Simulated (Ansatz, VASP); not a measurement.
## ZnSe: VASP beside Ansatz

```
CELL_PARAMETERS angstrom
4.10200 0.00000 0.00000
0.00000 4.10200 0.00000
0.00000 0.00000 5.25614
ATOMIC_POSITIONS crystal
Zn 0.00000 0.00000 0.00000
Zn 0.50000 0.50000 0.00000
Se 0.00000 0.50000 0.27970
Se 0.50000 0.00000 0.72030
```

Alike in both runs: task single point; functional LDA; k mesh 8 × 8 × 6; occupations gaussian, width 0.05 eV; no spin polarisation.

|  | VASP | Ansatz |
| --- | --- | --- |
| version | VASP 6.6.1 | Ansatz 0.2.0 |
| potentials or method | VASP PAW LDA potentials, release 64 (Zn, Se), cutoff 520 eV | scalar-relativistic, plane waves, PAW |
| valence electrons in the cell | 36 | 56 |

VASP gave:

```
gap on the k mesh at the Fermi level (eV)                     : 1.37
least direct gap on the mesh (eV)                             : 1.37
pressure (GPa)                                                : -3.5
traceless stress, the component that is largest in VASP (GPa) : 0.80
rms of the force components (eV/Å)                            : 0.163
```

Problem. Which values does Ansatz return?

Solution. gap on the k mesh at the Fermi level (eV): 1.36; least direct gap on the mesh (eV): 1.36; pressure (GPa): -3.9; traceless stress, the component that is largest in VASP (GPa): 0.83; rms of the force components (eV/Å): 0.185.

Ansatz warns that its potentials were made for another functional, while VASP's fit it. LDA's correlation is that of Perdew and Zunger in VASP and of Perdew and Wang (1992) in Ansatz. Atom by atom the forces differ by 0.022 eV/Å (rms over components). VASP's potentials hold 36 valence electrons a cell and Ansatz's 56, so a difference there can come from the potentials and not from the codes.
